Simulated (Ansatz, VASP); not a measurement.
# Ni in VASP and in Ansatz

Contents of INCAR:

```
SYSTEM = Ni
ALGO = Normal
EDIFF = 1E-6
ENCUT = 600
GGA = PE
GGA_COMPAT = .FALSE.
ISIF = 2
ISMEAR = -1
ISPIN = 2
LASPH = .TRUE.
LCHARG = .FALSE.
LMAXMIX = 4
LORBIT = 11
LREAL = .FALSE.
LWAVE = .FALSE.
MAGMOM = 0.82
NBANDS = 15
NELM = 200
PREC = Accurate
SIGMA = 0.1
```

KPOINTS

```
k-points
0
G
  8 8 8
  0 0 0
```

File POSCAR:

```
Ni
1.0
    0.0000000000      1.8490620000      1.8490620000
    1.8490620000      0.0000000000      1.8490620000
    1.8490620000      1.8490620000      0.0000000000
Ni
1
Direct
    0.0000000000      0.0000000000      0.0000000000
```

Input for Ansatz:

```yaml
crystal:
  lattice:
    - [0, 1.849062, 1.849062]
    - [1.849062, 0, 1.849062]
    - [1.849062, 1.849062, 0]
  atoms:
    - { symbol: Ni, position: [0, 0, 0] }
kpoints:
  mp_grid: { grid: [8, 8, 8], shift: [0, 0, 0] }
hamiltonian:
  xc: pbe
  pseudopotentials: { kind: nc }
scf:
  occupations: { method: fermi_dirac }
magnetization:
  spin_polarized: true
```

Alike in both runs: task single point; functional PBE; k mesh 8 × 8 × 8; collinear spin.

|  | VASP | Ansatz |
| --- | --- | --- |
| version | VASP 6.6.1 | Ansatz 0.2 development build |
| potentials or method | VASP PAW PBE potentials, release 64 (Ni) | scalar-relativistic |
| plane-wave cutoff (eV) | 600 | 1400 |
| occupations | fermi-dirac, width 0.1 eV | fermi-dirac |

|  | VASP | Ansatz | Ansatz less VASP |
| --- | --- | --- | --- |
| net moment per atom (μB) | 0.69 | 0.69 | +0.004 |
| size of the moment on the site where the two differ most (μB) | 0.71 | 0.75 | +0.038 |

Site moments also hang on the region over which each program counts them. Ansatz's warnings: negative dielectric reading.

The k mesh is coarse, so the values compare programs but aren't converged.
